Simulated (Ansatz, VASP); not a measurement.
## One calculation of Re, two programs

```
CELL_PARAMETERS angstrom
0.00000 2.26955 1.50335
2.26955 0.00000 1.50335
2.26955 2.26955 0.00000
ATOMIC_POSITIONS crystal
Re 0.00000 0.00000 0.00000
```

Alike in both runs: task single point; functional PBE; k mesh 10 × 10 × 10; occupations gaussian, width 0.15 eV; no spin polarisation.

|  | VASP | Ansatz |
| --- | --- | --- |
| version | VASP 6.6.1 | Ansatz 0.2.0 |
| potentials or method | VASP PAW PBE potentials, release 64 (Re_sv_GW), cutoff 560 eV | scalar-relativistic, plane waves, PAW |
| valence electrons in the cell | 15 | 15 |

VASP gave:

| Property | Result |
| --- | --- |
| gap on the k mesh at the Fermi level (eV) | none |
| pressure (GPa) | -9.9 |
| traceless stress, the component that is largest in VASP (GPa) | 0.12 |

Task: Estimate Ansatz's values.

Result: gap on the k mesh at the Fermi level (eV): none; pressure (GPa): -8.5; traceless stress, the component that is largest in VASP (GPa): 0.12.

A gap of «none» marks a metal or a gap that the smearing closes.

Spin-orbit coupling is off throughout.
